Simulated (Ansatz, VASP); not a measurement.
# W, level by level in two programs

```
W
1.0
    -1.58234    1.58234    1.58234
     1.58234   -1.58234    1.58234
     1.58234    1.58234   -1.58234
W
1
Cartesian
  0.0000 0.0000 0.0000
```

Single points on this cell with VASP 6.6.1 and Ansatz 0.2.0. Each row is one pair of runs. Alike in all rows: spin: off.

```tsv
level	k mesh	smearing	VASP's potentials, cutoff	Ansatz's potentials, cutoff	gap on the k mesh at the Fermi level (eV), VASP	gap on the k mesh at the Fermi level (eV), Ansatz	pressure (GPa), VASP	pressure (GPa), Ansatz
PBE	12 × 12 × 12	gaussian, width 0.018 eV	VASP PAW PBE potentials, release 64 (W_sv), 500 eV	Ansatz PAW, 420 eV	none	none	6.7	6.0
PBE	12 × 12 × 12	gaussian, width 0.019 eV	VASP PAW PBE potentials, release 64 (W_sv), 500 eV	Ansatz PAW, 420 eV	none	none	6.7	6.0
r2SCAN0	6 × 6 × 6	fermi-dirac, width 0.05 eV	VASP PAW PBE potentials, release 64 (W_sv), 520 eV	Ansatz PAW, 500 eV	none	none	-6.0	-5.8
r2SCANh	6 × 6 × 6	fermi-dirac, width 0.05 eV	VASP PAW PBE potentials, release 64 (W_sv), 520 eV	Ansatz PAW, 500 eV	none	none	-2.3	-3.0
BHLYP	6 × 6 × 6	fermi-dirac, width 0.05 eV	VASP PAW PBE potentials, release 64 (W_sv), 520 eV	Ansatz PAW, 420 eV	none	none	0.1	1.0
```

Pressure (GPa): the two programs differ by at most 0.87.

A gap of «none» marks a metal or a gap that the smearing closes.

The k mesh is coarse in some rows, so the values compare programs but aren't converged. Spin-orbit coupling is off throughout.
